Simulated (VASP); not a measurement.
A run of VASP 6.6.1:

INCAR

```
PREC = Accurate
ENCUT = 520
EDIFF = 1E-6
ISMEAR = -1
SIGMA = 0.05
LREAL = Auto
LASPH = True
NELM = 100
ALGO = Normal
ISIF = 2
LWAVE = False
LCHARG = False
GGA = PS
IBRION = 2
NSW = 35
EDIFFG = -0.3
```

The input KPOINTS:

```
Automatic mesh
0
Gamma
  1 1 1
```

The input POSCAR:

```
H6C2O
1.0
    7.2936330000      0.0000000000      0.0000000000
    0.0000000000      7.2936330000      0.0000000000
    0.0000000000      0.0000000000      7.2936330000
C O H
8 4 24
Direct
    0.9511846000      0.8787867000      0.5110029000
    0.9179531000      0.8540146000      0.7141120000
    0.5863170000      0.5883924000     -0.0146320000
    0.4147522000      0.5876389000      0.1017133000
    0.9445631000      0.3227372000      0.1834536000
    0.9432943000      0.4440699000      0.3515252000
    0.4535873000      1.0453347000      0.3631014000
    0.4521627000      0.8798653000      0.4879577000
    0.9256715000      1.0316134000      0.7957788000
    0.4224635000      0.4280545000      0.2146015000
    0.7681996000      0.5310464000      0.3584033000
    0.4165246000      0.9447126000      0.6690520000
    0.9044427000      1.0169981000      0.9264352000
    0.7835518000      0.7898568000      0.7372651000
    1.0225997000      0.7629897000      0.7730998000
    0.9469612000      0.7467402000      0.4401748000
    0.8464432000      0.9682913000      0.4524870000
    1.0852075000      0.9414561000      0.4882792000
    0.3126387000      0.4264487000      0.2899096000
    0.4083679000      0.7127070000      0.1855775000
    0.2923936000      0.5855442000      0.0137361000
    0.5886177000      0.7081294000     -0.1047902000
    0.7076336000      0.5916408000      0.0729906000
    0.5917968000      0.4646288000     -0.0986470000
    0.7661546000      0.6093664000      0.4660935000
    0.9673522000      0.3615203000      0.4753104000
    1.0538457000      0.5461305000      0.3426912000
    1.0759585000      0.2517800000      0.1703742000
    0.8354093000      0.2207602000      0.1930508000
    0.9218002000      0.4051514000      0.0605890000
    0.4153613000      0.8391938000      0.7502911000
    0.3460233000      0.7824127000      0.4437601000
    0.5848653000      0.8087155000      0.4813439000
    0.4803860000      1.0044914000      0.2213820000
    0.3212942000      1.1151178000      0.3690030000
    0.5598529000      1.1413894000      0.4065422000
```

Potentials or basis: VASP PAW PBE potentials, release 64 (C, O, H).

Launch:

```bash
$ cat potpaw_PBE.64/C/POTCAR potpaw_PBE.64/O/POTCAR potpaw_PBE.64/H/POTCAR > POTCAR
$ mpirun -np 1 vasp_gam > vasp.out
```

Hardware: 1 thread of AMD EPYC 7R13 (shared host).

How long does it take, and how much memory?

It took 3.8 min on 1 thread of AMD EPYC 7R13, with other jobs on the host, peak memory 0.37 GiB. Counts: scf iterations 34, k points 1, ion steps 3.
